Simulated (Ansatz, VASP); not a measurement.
**One calculation of AlNi, two programs**

```
CELL_PARAMETERS angstrom
2.71906 0.00000 0.00000
0.00000 2.71906 0.00000
0.00000 0.00000 2.93372
ATOMIC_POSITIONS crystal
Al 0.00000 0.00000 0.00000
Ni 0.50000 0.50000 0.50000
```

Change from the starting cell: strain -0.050 along x and y, +0.025 along z, atoms carried along.

Alike in both runs: task single point; functional PBEsol; k mesh 20 × 20 × 20; occupations gaussian, width 0.15 eV; no spin polarisation.

```csv
,VASP,Ansatz
version,VASP 6.6.1,Ansatz 0.2.0
potentials or method,"VASP PAW PBE potentials, release 64 (Al, Ni), cutoff 600 eV","scalar-relativistic, plane waves, PAW"
valence electrons in the cell,13,21
```

Ansatz gave:

```
gap on the k mesh at the Fermi level (eV)                     : none
pressure (GPa)                                                : 16.3
traceless stress, the component that is largest in VASP (GPa) : -3.88
```

Estimate VASP's values.

gap on the k mesh at the Fermi level (eV): none; pressure (GPa): 16.4; traceless stress, the component that is largest in VASP (GPa): -3.98.

VASP's potentials were made for PBE, not for PBEsol. A gap of «none» marks a metal or a gap that the smearing closes. The functional is the same, so the differences come from potentials, cutoffs and numerics. VASP's potentials hold 13 valence electrons a cell and Ansatz's 21, so a difference there can come from the potentials and not from the codes.
